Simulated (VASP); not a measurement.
Write the native input for VASP 6.6.1 that does the following.

* Task: single point
* Functional: PBE
* Potentials or basis: VASP PAW PBE potentials, release 64 (Zr_sv, H)
* Cutoff: 520 eV
* k mesh: 12 × 12 × 8
* Occupations: gaussian, width 0.1 eV
* Spin: no spin polarisation
* Dipole correction: no
* Further INCAR settings: ALGO = Normal; EDIFF = 1e-06; NBANDS = 22

The structure of Zr2H3 lies in POSCAR:

```
Zr2H3
1.0
    3.6179036097      0.0000000000      0.0000000000
   -1.8089518049      3.1331964345      0.0000000000
    0.0000000000      0.0000000000      5.6090144224
Zr H
2 3
Direct
    0.3333333333      0.6666666667      0.7749737593
    0.6666666667      0.3333333333      0.2250262407
    0.5000000000      0.0000000000      0.5000000000
    0.0000000000      0.5000000000      0.5000000000
    0.5000000000      0.5000000000      0.5000000000
```

The cell was built from a structure type or drawn by symmetry, and may not be a known phase.

The input as run:

INCAR

```
PREC = Accurate
ENCUT = 520
EDIFF = 1E-6
ISMEAR = 0
SIGMA = 0.1
LREAL = False
LASPH = True
NELM = 60
ALGO = Normal
ISIF = 2
LWAVE = False
LCHARG = False
GGA = PE
NBANDS = 22
```

KPOINTS

```
Automatic mesh
0
Gamma
  12 12 8
```

Potentials or basis: VASP PAW PBE potentials, release 64 (Zr_sv, H).

Command:

```sh
$ cat potpaw_PBE.64/Zr_sv/POTCAR potpaw_PBE.64/H/POTCAR > POTCAR
$ mpirun -np 1 vasp_std > vasp.out
```

Results of the run:

```yaml
Pressure: -0.1 GPa
Largest_force: 0.007 eV/Å
Band_gap_on_the_k_mesh: zero (an odd number of electrons rules out a gap without spin polarisation)
```

Wall time 3.5 min on 1 thread of Intel(R) Xeon(R) Platinum 8375C CPU @ 2.90GHz (Ice Lake) (shared host), peak memory 0.28 GiB.
